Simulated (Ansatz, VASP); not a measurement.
This is a calculation of HfO2 for VASP 6.6.1.

INCAR

```
SYSTEM = HfO2
PREC     = Accurate       ! precision mode
ENCUT    = 520            ! plane-wave cutoff, eV
EDIFF    = 1E-6           ! SCF threshold, eV
ISMEAR   = -1             ! smearing method
SIGMA    = 0.05           ! smearing width, eV
LREAL    = .False.        ! projectors in reciprocal space
LASPH    = .True.         ! aspherical terms in the spheres
NELM     = 60             ! most SCF steps
ALGO     = Normal         ! electronic algorithm
ISIF     = 2              ! what is computed and relaxed
LWAVE    = .False.        ! write WAVECAR
LCHARG   = .False.        ! write CHGCAR
GGA      = PE             ! functional
NBANDS   = 31             ! bands
```

File KPOINTS:

```
Automatic mesh
0
Gamma
  8 8 5
  0 0 0
```

Contents of POSCAR:

```
HfO2
1.0
    3.6278021313      0.0000000000      0.0000000000
    0.0000000000      3.6278021313      0.0000000000
    0.0000000000      0.0000000000      5.2732960055
Hf O
2 4
Direct
    0.0000000000      0.0000000000      0.0000000000
    0.5000000000      0.5000000000      0.5000000000
    0.0000000000      0.5000000000      0.1972078800
    0.5000000000      0.0000000000      0.3027921200
    0.5000000000      0.0000000000      0.8027921200
    0.0000000000      0.5000000000      0.6972078800
```

Potentials or basis: VASP PAW PBE potentials, release 64 (Hf_pv, O).

The run is started by

```bash
$ cat potpaw_PBE.64/Hf_pv/POTCAR potpaw_PBE.64/O/POTCAR > POTCAR
$ mpirun -np 1 vasp_std > vasp.out
```

Q: Set up the same calculation for Ansatz 0.2.0. Potentials there: Ansatz PAW.

A: As run (the cutoff follows the program's own potentials):

input.yaml

```yaml
crystal:
  lattice:
    - [3.6278021313, 0.0, 0.0]
    - [0.0, 3.6278021313, 0.0]
    - [0.0, 0.0, 5.2732960055]
  atoms:
    - { symbol: Hf, position: [0.0, 0.0, 0.0] }
    - { symbol: Hf, position: [0.5, 0.5, 0.5] }
    - { symbol: O, position: [0.0, 0.5, 0.19720788] }
    - { symbol: O, position: [0.5, 0.0, 0.30279212] }
    - { symbol: O, position: [0.5, 0.0, 0.80279212] }
    - { symbol: O, position: [0.0, 0.5, 0.69720788] }
hamiltonian:
  xc: pbe
  pseudopotentials: { kind: paw }
kpoints:
  mp_grid: { grid: [8, 8, 5] }
scf:
  occupations: { method: fermi_dirac, width: 0.05 }
output:
  forces: true
  stress: true
  eigenvalues: true
```

Potentials or basis: Ansatz PAW.

Launch:

```bash
$ ansatz run input.yaml --threads 1 --pin off --max-ram 3584MiB --backend cpu --events-out ev --progress --plain --runs-dir out
```

Both were run:

|  | VASP | Ansatz | Ansatz less VASP |
| --- | --- | --- | --- |
| gap on the k mesh at the Fermi level (eV) | 4.53 | 4.55 | +0.024 |
| least direct gap on the mesh (eV) | 4.59 | 4.61 | +0.019 |
| pressure (GPa) | -7.5 | -4.5 | +3.07 |
| traceless stress, the component that is largest in VASP (GPa) | 0.72 | 0.60 | -0.117 |
| rms of the force components (eV/Å) | 0.101 | 0.078 | -0.0227 |

Atom by atom the forces differ by 0.023 eV/Å (rms over components). VASP's potentials hold 44 valence electrons a cell and Ansatz's 76, so a difference there can come from the potentials and not from the codes.

Spin-orbit coupling is off throughout. Noted on Ansatz's run: odd divisions of the mesh miss points on the zone boundary, where band edges often lie, so the gap on the mesh can be too wide.
